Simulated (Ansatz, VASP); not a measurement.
**KF in VASP and in Ansatz**

File INCAR:

```
  PREC = Accurate
  ENCUT = 520
  EDIFF = 1E-6
  ISMEAR = 0
  SIGMA = 0.01
  LREAL = F
  LASPH = T
  NELM = 80
  ALGO = Normal
  ISIF = 2
  LWAVE = F
  LCHARG = F
  GGA = PS
  NBANDS = 15
```

File KPOINTS:

```
Automatic mesh
0
Gamma
  8 8 8
```

POSCAR

```
KF
1.0
    0.0000000000      2.6541862235      2.6409152924
    2.6541862235      0.0000000000      2.6409152924
    2.6541862235      2.6541862235      0.0000000000
K F
1 1
Direct
    0.0000000000      0.0000000000      0.0000000000
    0.5000000000      0.5000000000      0.5000000000
```

Input for Ansatz:

```yaml
crystal:
  lattice:
    - [0.0, 2.65418622351, 2.6409152924]
    - [2.65418622351, 0.0, 2.6409152924]
    - [2.65418622351, 2.65418622351, 0.0]
  atoms:
    - { symbol: K, position: [0.0, 0.0, 0.0] }
    - { symbol: F, position: [0.5, 0.5, 0.5] }
kpoints:
  mp_grid: { grid: [8, 8, 8] }
scf:
  occupations: { method: fixed }
  convergence: { dr2_threshold: 1.0e-10 }
hamiltonian:
  xc: pbesol
  pseudopotentials: { kind: all_electron, lapw: { basis_error: 0.0005 } }
output:
  forces: true
  stress: true
  eigenstates:
    kpoints:
      - [0.0, 0.0, 0.0]
      - [0.0, -0.5, -0.5]
      - [-0.5, 0.0, -0.5]
      - [-0.5, -0.5, 0.0]
      - [-0.5, 0.0, 0.0]
      - [0.0, -0.5, 0.0]
      - [0.0, 0.0, -0.5]
      - [-0.5, -0.5, -0.5]
  eigenvalues: true
```

Change from the starting cell: z stretched by -0.5 %, x and y held.

Alike in both runs: task single point; functional PBEsol; k mesh 8 × 8 × 8; no spin polarisation.

|  | VASP | Ansatz |
| --- | --- | --- |
| version | VASP 6.6.1 | Ansatz 0.2.0 |
| potentials or method | VASP PAW PBE potentials, release 64 (K_sv, F), cutoff 520 eV | all-electron LAPW, scalar-relativistic |
| occupations | gaussian, width 0.01 eV | fixed |

|  | VASP | Ansatz | Ansatz less VASP |
| --- | --- | --- | --- |
| gap on the k mesh at the Fermi level (eV) | 6.15 | 6.16 | +0.012 |
| pressure (GPa) | 0.2 | 0.1 | -0.07 |
| traceless stress, the component that is largest in VASP (GPa) | 0.20 | 0.19 | -0.009 |

VASP's potentials were made for PBE, not for PBEsol. Ansatz ran all-electron here, and VASP with PAW potentials.
